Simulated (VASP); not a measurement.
Write the native input for VASP 6.6.1 that does the following.

- Task: single point
- Functional: RPBE
- Potentials or basis: VASP PAW PBE potentials, release 64 (Pd)
- Cutoff: 520 eV
- k mesh: 12 × 12 × 12
- Occupations: fermi-dirac, width 0.05 eV
- Spin: no spin polarisation
- Dipole correction: no
- Further INCAR settings: ALGO = Normal; EDIFF = 1e-06; NBANDS = 11

The structure of Pd lies in POSCAR:

```
Pd
1.0
   -1.5838005025      1.5838005025      1.5838005025
    1.5838005025     -1.5838005025      1.5838005025
    1.5838005025      1.5838005025     -1.5838005025
Pd
1
Direct
    0.0000000000      0.0000000000      0.0000000000
```

The input as run:

INCAR

```
PREC = Accurate
ENCUT = 520
EDIFF = 1E-6
ISMEAR = -1
SIGMA = 0.05
LREAL = False
LASPH = True
NELM = 100
ALGO = Normal
ISIF = 2
LWAVE = False
LCHARG = False
GGA = RP
NBANDS = 11
```

KPOINTS

```
regular mesh
0
Gamma
  12 12 12
```

Potentials or basis: VASP PAW PBE potentials, release 64 (Pd).

Run with:

```console
$ cat potpaw_PBE.64/Pd/POTCAR > POTCAR
$ mpirun -np 1 vasp_std > vasp.out
```

Results of the run:

| Property | Result |
| --- | --- |
| Pressure | -0.3 GPa |
| Band gap on the k mesh | zero (band 5 reaches 9.21 eV, above the bottom of band 6 at 7.73 eV) |

Caveat: the PAW data sets were made with another functional, which shifts forces and pressure a little.

Run time: 5.7 s on 1 thread of Intel(R) Xeon(R) 6975P-C (Granite Rapids), on a shared host, peak memory 0.13 GiB.
